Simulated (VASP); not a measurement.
# Si13C3 (P1) in VASP: single point with PBEsol

Aim: the single point of Si13C3 with PBEsol.

Program: VASP 6.6.1. These are calculated values, not measurements. Logs are shortened: lines on timing, memory, paths and dates and some standing lists are left out, and cuts for length are marked.

**1. The cell of the first run**

The typed cell holds 64 atoms: a = 10.155 Å, b = 10.155 Å, c = 10.155 Å, α = 90.00°, β = 90.00°, γ = 90.00°.

**2. Single point, PBEsol**

INCAR reads:

```
SYSTEM = Si13C3
PREC = Accurate
ENCUT = 520
EDIFF = 1E-6
ISMEAR = -1
SIGMA = 0.05
LREAL = Auto
LASPH = .TRUE.
NELM = 60
ALGO = Normal
ISIF = 2
LWAVE = .FALSE.
LCHARG = .FALSE.
GGA = PS
NBANDS = 166
```

KPOINTS reads:

```
Automatic mesh
0
Gamma
  1 1 1
  0.5 0.5 0.5
```

POSCAR reads:

```
Si13C3
1.0
   10.1549029968      0.0000000000      0.0000000000
    0.0000000000     10.1549029968      0.0000000000
    0.0000000000      0.0000000000     10.1549029968
Si C
52 12
Direct
    0.9828070000      0.0233480000      0.0190230000
    0.9476860000      0.9830820000      0.5163360000
    0.9807610000      0.5305360000      0.9759320000
    0.0211990000      0.5001270000      0.4888490000
    0.5272870000      0.9909000000      0.9965380000
    0.4901890000      0.9979700000      0.4791270000
    0.5090130000      0.5140820000      0.0162640000
    0.5333660000      0.4602560000      0.4792520000
    0.0989640000      0.1735330000      0.1647310000
    0.1130410000      0.1173400000      0.5993180000
    0.1328840000      0.6167140000      0.1158370000
    0.6358550000      0.1200790000      0.1472950000
    0.6437380000      0.0853420000      0.6348250000
    0.6762920000      0.6450640000      0.1144290000
    0.6407310000      0.6126640000      0.6078300000
    0.2499070000      0.2554260000      0.0057880000
    0.2418040000      0.2488820000      0.4627940000
    0.2550740000      0.7670570000      0.9983680000
    0.2240620000      0.7264750000      0.5160310000
    0.7644440000      0.2502170000      0.0148570000
    0.7480120000      0.2346150000      0.4795370000
    0.7415440000      0.7839070000      0.4970830000
    0.3905210000      0.3669880000      0.1438450000
    0.3632070000      0.3768710000      0.6108370000
    0.3806660000      0.8905720000      0.1399700000
    0.3704910000      0.8644580000      0.6199600000
    0.8956660000      0.4025100000      0.1563800000
    0.8791270000      0.3768580000      0.6147300000
    0.8499430000      0.8595350000      0.1077150000
    0.2524200000      0.0307280000      0.2768710000
    0.2451120000      0.0015940000      0.7419290000
    0.2421450000      0.4836980000      0.2619380000
    0.2188480000      0.5197280000      0.7254930000
    0.7396130000      0.9793800000      0.2916430000
    0.7759610000      0.5236700000      0.7646830000
    0.3806930000      0.1197590000      0.8779600000
    0.3886190000      0.6133880000      0.3809610000
    0.3697720000      0.6247690000      0.8694430000
    0.8465410000      0.1005670000      0.8510890000
    0.8681330000      0.6282620000      0.3569120000
    0.9924870000      0.2352570000      0.7437630000
    0.0091680000      0.7587730000      0.2308300000
    0.9715530000      0.7457380000      0.7376260000
    0.4989850000      0.2301500000      0.2906030000
    0.5121910000      0.2491610000      0.7423410000
    0.5271760000      0.7646910000      0.2673170000
    0.5133450000      0.7400280000      0.7411690000
    0.1114920000      0.3790070000      0.8682300000
    0.1123600000      0.8813300000      0.3873160000
    0.1041430000      0.8850550000      0.8760360000
    0.6357700000      0.3846460000      0.8820220000
    0.6666210000      0.8568060000      0.8631890000
    0.1000610000      0.6271860000      0.6208500000
    0.7771210000      0.7420010000      0.9683800000
    0.8505330000      0.8714650000      0.6386170000
    0.7625430000      0.9629210000      0.7358960000
    0.7956430000      0.5445270000      0.2127430000
    0.3734910000      0.1253540000      0.3823770000
    0.8183940000      0.0739470000      0.4274300000
    0.8691690000      0.6495240000      0.8772800000
    0.0363650000      0.3271440000      0.2492350000
    0.1218790000      0.3790330000      0.3620870000
    0.6067830000      0.3134230000      0.4078150000
    0.6127240000      0.8815900000      0.3873610000
```

Potentials or basis: VASP PAW PBE potentials, release 64 (Si, C).

Command:

```bash
cat potpaw_PBE.64/Si/POTCAR potpaw_PBE.64/C/POTCAR > POTCAR
mpirun -np 1 vasp_std > vasp.out
```

OUTCAR:

```text
SYSTEM = Si13C3
   PREC = Accurate
   ENCUT = 520
   EDIFF = 1E-6
   ISMEAR = -1
   LREAL = Auto
   LASPH = .TRUE.
   NELM = 60
   ISIF = 2
   GGA = PS

 ion  position               nearest neighbor table
   1  0.983  0.023  0.019-  29 2.32  39 2.33  50 2.37   9 2.43
   2  0.948  0.983  0.516-  59 1.84  55 1.95  10 2.32  49 2.36  22 2.92  34 3.11
   3  0.981  0.531  0.976-  60 1.94  11 2.27  48 2.31  27 2.41  35 2.99
   4  0.021  0.500  0.489-  53 2.03  62 2.05  28 2.30  40 2.43  19 3.10  33 3.14
   5  0.527  0.991  0.997-  12 2.30  25 2.32  36 2.32  52 2.39
   6  0.490  0.998  0.479-  64 1.95  58 2.01  26 2.32  13 2.39  44 3.04
   7  0.509  0.514  0.016-  51 2.29  23 2.31  38 2.34  14 2.38
   8  0.533  0.460  0.479-  63 1.82  15 2.30  24 2.34  37 2.36  44 3.04
   9  0.099  0.174  0.165-  61 1.89  16 2.38  30 2.41   1 2.43  27 3.11
  10  0.113  0.117  0.599-  41 2.25  31 2.30   2 2.32  17 2.33
  11  0.133  0.617  0.116-  42 2.24   3 2.27  32 2.29  18 2.30
  12  0.636  0.120  0.147-  20 2.29   5 2.30  44 2.30  34 2.30
  13  0.644  0.085  0.635-  56 2.01   6 2.39  45 2.40  21 2.43  39 3.01
  14  0.676  0.645  0.114-  57 1.87  54 2.05   7 2.38  46 2.49  29 2.80  40 3.14
  15  0.641  0.613  0.608-  47 2.28  35 2.29   8 2.30  22 2.31
  16  0.250  0.255  0.006-  23 2.30  36 2.31  48 2.35   9 2.38
  17  0.242  0.249  0.463-  58 2.01  62 2.07  10 2.33  24 2.34  30 2.91  32 3.14  44 3.15
[... 33 lines left out ...]
  51  0.636  0.385  0.882-   7 2.29  20 2.32  35 2.33  45 2.34
  52  0.667  0.857  0.863-  54 1.94  56 1.94  47 2.32   5 2.39  39 3.08  29 3.10
  53  0.100  0.627  0.621-  19 1.93  33 1.94   4 2.03  43 2.14
  54  0.777  0.742  0.968-  60 1.62  52 1.94  29 1.99  14 2.05
  55  0.851  0.871  0.639-  56 1.62   2 1.95  22 2.02  43 2.04
  56  0.763  0.963  0.736-  55 1.62  52 1.94  39 2.01  13 2.01
  57  0.796  0.545  0.213-  40 1.85  27 1.85  14 1.87
  58  0.373  0.125  0.382-  30 1.89  44 1.90  17 2.01   6 2.01
  59  0.818  0.074  0.427-   2 1.84  21 1.86  34 1.86
  60  0.869  0.650  0.877-  54 1.62   3 1.94  35 1.96  43 2.01
  61  0.036  0.327  0.249-  62 1.53  27 1.88   9 1.89
  62  0.122  0.379  0.362-  61 1.53  32 1.91   4 2.05  17 2.07
  63  0.607  0.313  0.408-  21 1.80   8 1.82  44 1.82
  64  0.613  0.882  0.387-  34 1.90  46 1.91   6 1.95  22 1.98

  LATTYP: Found a simple cubic cell.
 ALAT       =    10.1549029968

  Lattice vectors:

 A1 = (  10.1549029968,   0.0000000000,   0.0000000000)
 A2 = (   0.0000000000,  10.1549029968,   0.0000000000)
 A3 = (   0.0000000000,   0.0000000000,  10.1549029968)

Analysis of symmetry for initial positions (statically):
=====================================================================
 Subroutine PRICEL returns:
 Original cell was already a primitive cell.

 Routine SETGRP: Setting up the symmetry group for a
 simple cubic supercell.

 Subroutine GETGRP returns: Found  1 space group operations
 (whereof  1 operations were pure point group operations)
 out of a pool of 48 trial point group operations.

The static configuration has the point symmetry C_1 .

Analysis of symmetry for dynamics (positions and initial velocities):
=====================================================================
 Subroutine PRICEL returns:
 Original cell was already a primitive cell.

 Routine SETGRP: Setting up the symmetry group for a
 simple cubic supercell.

 Subroutine GETGRP returns: Found  1 space group operations
 (whereof  1 operations were pure point group operations)
 out of a pool of 48 trial point group operations.

The dynamic configuration has the point symmetry C_1 .

 Subroutine INISYM returns: Found  1 space group operations
 (whereof  1 operations are pure point group operations),
 and found     1 'primitive' translations

----------------------------------------------------------------------------------------

                                     Primitive cell

  volume of cell :    1047.1945

  direct lattice vectors                    reciprocal lattice vectors
    10.154902997  0.000000000  0.000000000     0.098474599  0.000000000  0.000000000
     0.000000000 10.154902997  0.000000000     0.000000000  0.098474599  0.000000000
[... 141 lines left out ...]

Automatic generation of k-mesh.
 Grid dimensions read from file:
 generate k-points for:    1    1    1

 Generating k-lattice:

  Cartesian coordinates                     Fractional coordinates (reciprocal lattice)
     0.098474599  0.000000000  0.000000000     1.000000000  0.000000000  0.000000000
     0.000000000  0.098474599  0.000000000     0.000000000  1.000000000  0.000000000
     0.000000000  0.000000000  0.098474599     0.000000000  0.000000000  1.000000000

  Length of vectors
     0.098474599  0.098474599  0.098474599

  Shift w.r.t. Gamma in fractional coordinates (k-lattice)
     0.500000000  0.500000000  0.500000000

 Subroutine IBZKPT returns following result:
 ===========================================

 Found      1 irreducible k-points:

 Following reciprocal coordinates:
            Coordinates               Weight
  0.500000  0.500000  0.500000      1.000000
   k-points           NKPTS =      1   k-points in BZ     NKDIM =      1   number of bands    NBANDS=    166
   number of dos      NEDOS =    301   number of ions     NIONS =     64
   total plane-waves  NPLWV = 512000
   dimension x,y,z NGX =    80 NGY =   80 NGZ =   80
   dimension x,y,z NGXF=   160 NGYF=  160 NGZF=  160
   ions per type =              52  12
   NGX,Y,Z   is equivalent  to a cutoff of  13.10, 13.10, 13.10 a.u.
   NGXF,Y,Z  is equivalent  to a cutoff of  26.19, 26.19, 26.19 a.u.
 SYSTEM =  Si13C3
   PREC   = accura    normal or accurate (medium, high low for compatibility)
   ISTART =      0    job   : 0-new  1-cont  2-samecut
   ICHARG =      2    charge: 1-file 2-atom 10-const
   ISPIN  =      1    spin polarized calculation?
   LNONCOLLINEAR =      F non collinear calculations
   LSORBIT =      F    spin-orbit coupling
   LASPH  =      T    aspherical Exc in radial PAW
   ENCUT  =  520.0 eV  38.22 Ry    6.18 a.u.  18.88 18.88 18.88*2*pi/ulx,y,z
   NELM   =     60;   NELMIN=  2; NELMDL= -5     # of ELM steps
   EDIFF  = 0.1E-05   stopping-criterion for ELM
   LREAL  =      T    real-space projection
   EDIFFG = 0.1E-04   stopping-criterion for IOM
   NSW    =      0    number of steps for IOM
   IBRION =     -1    ionic relax: 0-MD 1-quasi-New 2-CG
   NFREE  =      0    steps in history (QN), initial steepest desc. (CG)
   ISIF   =      2    stress and relaxation
   ISYM   =      2    0-nonsym 1-usesym 2-fastsym
   POTIM  = 0.5000    time-step for ionic-motion
   TEBEG  =    0.0;   TEEND  =   0.0 temperature during run
   PSTRESS=    0.0 pullay stress
   NELECT =     256.0000    total number of electrons
   NUPDOWN=      -1.0000    fix difference up-down
   EMIN   =  10.00;   EMAX   =-10.00  energy-range for DOS
   EFERMI =   0.00;   METHOD = LEGACY
   ISMEAR =    -1;   SIGMA  =   0.05  broadening in eV -4-tet -1-fermi 0-gaus
   EFERMI_NEDOS =   21; number of points for ismear=-14 and -15
   IALGO  =     38    algorithm
   IMIX   =      4    mixing-type and parameters
     AMIX     =   0.40;   BMIX     =  1.00
     AMIX_MAG =   1.60;   BMIX_MAG =  1.00
  volume/ion in A,a.u.               =      16.36       110.42
  Fermi-wavevector in a.u.,A,eV,Ry     =   1.023636  1.934392 14.256612  1.047831
  Thomas-Fermi vector in A             =   2.157380
   LORBIT       =      0    0 simple, 1 ext, 2 COOP (PROOUT), +10 PAW based schemes
   GGA     = PS    functional components
   LHFCALC =     F    Hartree Fock is set to
   AEXX    =    0.0000 exact exchange contribution
   IVDW    =     0    specifies the selected vdW correction
   LEPSILON=     F    determine dielectric tensor
   LRPA    =     F    only Hartree local field effects (RPA)
 non-spin polarized calculation
  energy-cutoff  :      520.00
  volume of cell :     1047.19
 maximum number of plane-waves:     28120
 NGX is ok and might be reduce to    80
   NGX = 37   NGY = 37   NGZ = 37

 number of electron     256.0000000 magnetization

 Free energy of the ion-electron system (eV)
  ---------------------------------------------------
  ext. energy  EPLUGINS =         0.00000000
  ---------------------------------------------------
  free energy    TOTEN  =      -393.79075680 eV

  energy without entropy =     -393.72453012  energy(sigma->0) =     -393.75764346

 E-fermi :   6.7316     XC(G=0): -10.0815

 val. band max:        6.5963272449   @ k =   0.5000   0.5000   0.5000
 cond. band min:       6.8578519118   @ k =   0.5000   0.5000   0.5000
 fundamental gap:      0.2615246669
 Fermi energy:         6.7315845627

 k-point     1 :       0.5000    0.5000    0.5000
  band No.  band energies     occupation
      1      -8.1455      2.00000
      2      -7.8693      2.00000
      3      -7.6625      2.00000
      4      -6.9787      2.00000
      5      -6.5231      2.00000
      6      -6.3972      2.00000
[... 132 lines left out ...]
    139       8.0478      0.00000
    140       8.0976      0.00000
 [bands above 140 left out]

------------------------ aborting loop because EDIFF is reached ----------------------------------------

  FORCE on cell =-STRESS in cart. coord.  units (eV):
  Direction    XX          YY          ZZ          XY          YZ          ZX
  --------------------------------------------------------------------------------------
  -------------------------------------------------------------------------------------
  Total       -2.7161176      9.4592906     -3.6140608     16.6851843     -5.6418768     -6.5883640
  in kB       -4.1555816     14.4724419     -5.5294087     25.5278508     -8.6319088    -10.0800070
  external PRESSURE =       1.5958172 kB  Pullay stress =       0.0000000 kB

 VOLUME and BASIS-vectors are now :
 -----------------------------------------------------------------------------
  energy-cutoff  :      520.00
  volume of cell :     1047.19
      direct lattice vectors                 reciprocal lattice vectors
    10.154902997  0.000000000  0.000000000     0.098474599  0.000000000  0.000000000
     0.000000000 10.154902997  0.000000000     0.000000000  0.098474599  0.000000000
     0.000000000  0.000000000 10.154902997     0.000000000  0.000000000  0.098474599

 POSITION                                       TOTAL-FORCE (eV/Angst)
 -----------------------------------------------------------------------------------
      9.98031      0.23710      0.19318        -0.016762      0.000390      0.008334
      9.62366      9.98310      5.24334         0.008919     -0.006351     -0.009800
      9.95953      5.38754      9.91049        -0.012276     -0.003097      0.014989
      0.21527      5.07874      4.96421        -0.009851      0.004105     -0.004350
      5.35455     10.06249     10.11975         0.007735     -0.000769     -0.022409
      4.97782     10.13429      4.86549         0.012811      0.012258      0.027390
[... 56 lines left out ...]
      6.16182      3.18278      4.14132         0.026626     -0.016351     -0.018132
      6.22215      8.95246      3.93361        -0.010181     -0.015170     -0.011767
 -----------------------------------------------------------------------------------
    total drift:                                0.008697     -0.003112      0.008987

  FREE ENERGIE OF THE ION-ELECTRON SYSTEM (eV)
  ---------------------------------------------------
  free  energy   TOTEN  =      -393.7907568006 eV

  energy  without entropy=     -393.7245301250  energy(sigma->0) =     -393.75764346
```

Run time: 8.2 min. Hardware: 1 thread of Intel Xeon 6975P-C, shared host; peak memory 0.95 GiB.

Results:

| Item | Value |
| --- | --- |
| Free energy | -393.7908 eV |
| Pressure | 0.2 GPa |
| Largest force | 0.067 eV/Å |
| Band gap on the k mesh | 0.26 eV |

Forces in eV/Å, atoms in the order of the input:
```
Si  -0.017  0.000  0.008
Si   0.009 -0.006 -0.010
Si  -0.012 -0.003  0.015
Si  -0.010  0.004 -0.004
Si   0.008 -0.001 -0.022
Si   0.013  0.012  0.027
Si  -0.012  0.003  0.022
Si  -0.027  0.036  0.010
Si   0.018 -0.005 -0.027
Si   0.002  0.001 -0.006
Si   0.020 -0.011 -0.038
Si   0.003  0.013 -0.012
Si   0.008  0.004 -0.026
Si  -0.007  0.017 -0.011
Si  -0.005 -0.013 -0.007
Si  -0.036  0.001  0.018
Si   0.011  0.009  0.013
Si  -0.018  0.002  0.029
Si   0.034  0.020 -0.010
Si   0.048  0.005  0.030
Si   0.006  0.010  0.042
Si   0.013 -0.014 -0.003
Si   0.022  0.002 -0.032
Si   0.015 -0.010 -0.006
Si   0.002 -0.008  0.010
Si  -0.017 -0.026 -0.006
Si  -0.008 -0.006 -0.005
Si  -0.024  0.015 -0.012
Si  -0.008  0.001 -0.015
Si  -0.011 -0.009 -0.008
Si  -0.007  0.003 -0.002
Si  -0.016  0.034  0.030
Si   0.005 -0.015  0.000
Si   0.009 -0.004  0.019
Si   0.008 -0.008  0.006
Si   0.021  0.012 -0.014
Si  -0.003  0.008  0.005
Si   0.008 -0.023 -0.011
Si   0.015 -0.020 -0.008
Si   0.023  0.003 -0.001
Si  -0.001 -0.003  0.017
Si  -0.012  0.030  0.038
Si   0.000 -0.010 -0.003
Si  -0.018  0.017  0.011
Si  -0.024 -0.004  0.007
Si  -0.003 -0.009 -0.016
Si   0.003  0.011 -0.005
Si   0.006  0.003  0.001
Si  -0.003  0.003  0.000
Si   0.002  0.005 -0.002
Si   0.004 -0.007 -0.024
Si  -0.005 -0.005  0.000
C   -0.020 -0.008  0.012
C   -0.019  0.006  0.035
C   -0.005  0.018  0.001
C   -0.010 -0.004  0.000
C   -0.003 -0.012  0.012
C    0.015 -0.019  0.010
C    0.007  0.023 -0.012
C    0.005 -0.017 -0.031
C   -0.058 -0.012 -0.032
C    0.042 -0.005  0.021
C    0.027 -0.016 -0.018
C   -0.010 -0.015 -0.012
```

Stress tensor (GPa, compression positive):
```
-0.42  2.55 -1.01
 2.55  1.45 -0.86
-1.01 -0.86 -0.55
```

Caveat: the k points lie up to 0.62 Å⁻¹ apart; the PAW data sets were made with another functional, which shifts forces and pressure a little.
